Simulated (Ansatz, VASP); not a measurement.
# Ti in VASP and in Ansatz

File POSCAR:

```
Ti
1.0
    3.3260714170      1.9203082280      5.6722893853
   -3.3260714170      1.9203082280      5.6722893853
    0.0000000000     -3.8406164558      5.6722893853
Ti
12
Direct
    0.0101900000      0.6536100000      0.0101900000
    0.0101900000      0.0101900000      0.6536100000
    0.6536100000      0.0101900000      0.0101900000
    0.9898100000      0.3463900000      0.9898100000
    0.3463900000      0.9898100000      0.9898100000
    0.9898100000      0.9898100000      0.3463900000
    0.2211800000      0.6306000000      0.2211800000
    0.2211800000      0.2211800000      0.6306000000
    0.6306000000      0.2211800000      0.2211800000
    0.7788200000      0.3694000000      0.7788200000
    0.3694000000      0.7788200000      0.7788200000
    0.7788200000      0.7788200000      0.3694000000
```

Contents of INCAR.step1:

```
SYSTEM = Ti
PREC     = Accurate       ! precision mode
ENCUT    = 520            ! plane-wave cutoff, eV
ISMEAR   = 0              ! smearing method
SIGMA    = 0.1            ! smearing width, eV
LREAL    = .False.        ! projectors in reciprocal space
LASPH    = .True.         ! aspherical terms in the spheres
NELM     = 60             ! most SCF steps
NBANDS   = 84             ! bands
GGA      = PE             ! functional
ALGO     = Normal         ! electronic algorithm
EDIFF    = 1E-4           ! SCF threshold, eV
LWAVE    = .True.         ! write WAVECAR
LCHARG   = .False.        ! write CHGCAR
```

INCAR.step2

```
SYSTEM = Ti
PREC     = Accurate       ! precision mode
ENCUT    = 520            ! plane-wave cutoff, eV
EDIFF    = 1E-7           ! SCF threshold, eV
ISMEAR   = 0              ! smearing method
SIGMA    = 0.1            ! smearing width, eV
LREAL    = .False.        ! projectors in reciprocal space
LASPH    = .True.         ! aspherical terms in the spheres
NELM     = 60             ! most SCF steps
ALGO     = Normal         ! electronic algorithm
ISIF     = 2              ! what is computed and relaxed
LWAVE    = .False.        ! write WAVECAR
LCHARG   = .False.        ! write CHGCAR
METAGGA  = R2SCAN         ! meta-GGA
LMIXTAU  = .True.       
NBANDS   = 84             ! bands
ISTART   = 1
```

Contents of KPOINTS:

```
Automatic mesh
0
Gamma
  3 3 3
  0 0 0
```

Input for Ansatz:

```yaml
crystal:
  lattice:
    - [3.326071417, 1.920308228, 5.6722893853]
    - [-3.326071417, 1.920308228, 5.6722893853]
    - [0.0, -3.8406164558, 5.6722893853]
  atoms:
    - { symbol: Ti, position: [0.01019, 0.65361, 0.01019] }
    - { symbol: Ti, position: [0.01019, 0.01019, 0.65361] }
    - { symbol: Ti, position: [0.65361, 0.01019, 0.01019] }
    - { symbol: Ti, position: [0.98981, 0.34639, 0.98981] }
    - { symbol: Ti, position: [0.34639, 0.98981, 0.98981] }
    - { symbol: Ti, position: [0.98981, 0.98981, 0.34639] }
    - { symbol: Ti, position: [0.22118, 0.6306, 0.22118] }
    - { symbol: Ti, position: [0.22118, 0.22118, 0.6306] }
    - { symbol: Ti, position: [0.6306, 0.22118, 0.22118] }
    - { symbol: Ti, position: [0.77882, 0.3694, 0.77882] }
    - { symbol: Ti, position: [0.3694, 0.77882, 0.77882] }
    - { symbol: Ti, position: [0.77882, 0.77882, 0.3694] }
basis:
  ecutwfc: 500
kpoints:
  mp_grid: { grid: [3, 3, 3] }
hamiltonian:
  xc: r2scan
scf:
  occupations: { method: gaussian, width: 0.1 }
  lower_state_search: "off"
output:
  forces: true
  stress: true
  eigenvalues: true
```

Alike in both runs: task single point; functional r2SCAN; k mesh 3 × 3 × 3; occupations gaussian, width 0.1 eV; no spin polarisation.

|  | VASP | Ansatz |
| --- | --- | --- |
| version | VASP 6.6.1 | Ansatz 0.2.0 |
| potentials or method | VASP PAW PBE potentials, release 64 (Ti_sv), cutoff 520 eV | scalar-relativistic, plane waves, PAW |
| valence electrons in the cell | 144 | 144 |

|  | VASP | Ansatz | Ansatz less VASP |
| --- | --- | --- | --- |
| gap on the k mesh at the Fermi level (eV) | none | none | - |
| pressure (GPa) | 25.2 | 24.4 | -0.80 |
| traceless stress, the component that is largest in VASP (GPa) | 5.21 | 5.07 | -0.139 |
| rms of the force components (eV/Å) | 1.641 | 1.595 | -0.0454 |

VASP's potentials were made for PBE, not for r2SCAN. Atom by atom the forces differ by 0.050 eV/Å (rms over components). A gap of «none» marks a metal or a gap that the smearing closes. The functional is the same, so the differences come from potentials, cutoffs and numerics.

The k mesh is coarse, so the values compare programs but aren't converged.
